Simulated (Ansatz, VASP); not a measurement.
Ca2SeO: VASP beside Ansatz

POSCAR

```
Ca2SeO
1.0
    3.9590157211      0.0000000000      0.0000000000
    0.0000000000      3.9590157211      0.0000000000
    0.0000000000      0.0000000000      5.6022118617
O Ca Se
1 2 1
Direct
    0.0000000000      0.0000000000      0.0000000000
    0.0000000000      0.0000000000      0.5000000000
    0.5000000000      0.5000000000      0.0000000000
    0.5000000000      0.5000000000      0.5000000000
```

File INCAR.step1:

```
ALGO = Normal
EDIFF = 1E-4
ENCUT = 520
GGA = PE
ISMEAR = 0
LASPH = T
LCHARG = F
LREAL = F
LWAVE = T
NBANDS = 24
NELM = 60
PREC = Accurate
SIGMA = 0.01
```

The input INCAR.step2:

```
ALGO = Normal
EDIFF = 1E-6
ENCUT = 520
ISIF = 2
ISMEAR = 0
ISTART = 1
LASPH = T
LCHARG = F
LMIXTAU = T
LREAL = F
LWAVE = F
METAGGA = R2SCAN
NBANDS = 24
NELM = 60
PREC = Accurate
SIGMA = 0.01
```

The input KPOINTS:

```
k-points
0
Gamma
  6 6 4
```

Input for Ansatz:

```yaml
crystal:
  lattice:
    - [3.9590157211, 0.0, 0.0]
    - [0.0, 3.9590157211, 0.0]
    - [0.0, 0.0, 5.6022118617]
  atoms:
    - { symbol: O, position: [0.0, 0.0, 0.0] }
    - { symbol: Ca, position: [0.0, 0.0, 0.5] }
    - { symbol: Se, position: [0.5, 0.5, 0.5] }
    - { symbol: Ca, position: [0.5, 0.5, 0.0] }
kpoints:
  mp_grid: { grid: [6, 6, 4] }
hamiltonian:
  xc: r2scan
scf:
  occupations: { method: fixed }
  n_extra_bands: 5
output:
  forces: true
  stress: true
  eigenvalues: true
```

Alike in both runs: task single point; functional r2SCAN; k mesh 6 × 6 × 4; no spin polarisation.

|  | VASP | Ansatz |
| --- | --- | --- |
| version | VASP 6.6.1 | Ansatz 0.2.0 |
| potentials or method | VASP PAW PBE potentials, release 64 (O, Ca_sv, Se) | plane waves, PAW |
| plane-wave cutoff (eV) | 520 | 500 |
| occupations | gaussian, width 0.01 eV | fixed |
| valence electrons in the cell | 32 | 42 |

|  | VASP | Ansatz | Ansatz less VASP |
| --- | --- | --- | --- |
| gap on the k mesh at the Fermi level (eV) | 2.56 | 2.56 | 0.000 |
| pressure (GPa) | -3.2 | -3.5 | -0.29 |

VASP's potentials were made for PBE, not for r2SCAN. VASP's potentials hold 32 valence electrons a cell and Ansatz's 42, so a difference there can come from the potentials and not from the codes.
